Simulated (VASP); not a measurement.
FeCo3:

```xyz
4
Lattice="3.5357 0.0000 0.0000 0.0000 3.5357 0.0000 0.0000 0.0000 3.5357" Properties=species:S:1:pos:R:3 pbc="T T T"
Fe    0.0000    0.0000    0.0000
Co    1.7679    1.7679    0.0000
Co    1.7679    0.0000    1.7679
Co    0.0000    1.7679    1.7679
```

* Program: VASP 6.6.1
* Task: relaxation of cell and atoms
* Functional: PBEsol
* Potentials or basis: VASP PAW PBE potentials, release 64 (Fe, Co)
* Cutoff: 600 eV
* k mesh: 2 × 2 × 2
* Occupations: gaussian, width 0.1 eV
* Spin: collinear spin, ferromagnetic start
* Starting moments: [2.85, 1.83, 1.83, 1.83] μB

At the start: pressure -21.8 GPa; volume 11.05 Å³/atom.

Question: Where does the relaxation end?

Answer: Over 4 steps the energy falls by 80.8 meV/atom and the volume is 9.98 Å³/atom (-9.7 %); space group Pm-3m (No. 221, to 0.05 Å); moment 1.23 μB per cell.

The path:
```tsv
step	energy change (eV)	largest force (eV/Å)	pressure (GPa)	volume (Å³)
1	0.0000	0.0000	-21.85	44.20
2	0.2298	0.0000	42.10	35.24
3	-0.3229	0.0000	-0.57	40.01
4	-0.3230	0.0000	0.01	39.93
```

Final structure:
```cif
data_structure
_symmetry_space_group_name_H-M 'P 1'
_symmetry_Int_Tables_number 1
_cell_length_a 3.4180
_cell_length_b 3.4180
_cell_length_c 3.4180
_cell_angle_alpha 90.000
_cell_angle_beta 90.000
_cell_angle_gamma 90.000
_cell_volume 39.93
loop_
_atom_site_label
_atom_site_type_symbol
_atom_site_fract_x
_atom_site_fract_y
_atom_site_fract_z
_atom_site_occupancy
Fe1 Fe 0.00000 0.00000 0.00000 1
Co1 Co 0.50000 0.50000 0.00000 1
Co2 Co 0.50000 0.00000 0.50000 1
Co3 Co 0.00000 0.50000 0.50000 1
```

Caveat: the k points lie up to 0.92 Å⁻¹ apart in the final cell; the PAW data sets were made with another functional, which shifts forces and pressure a little.
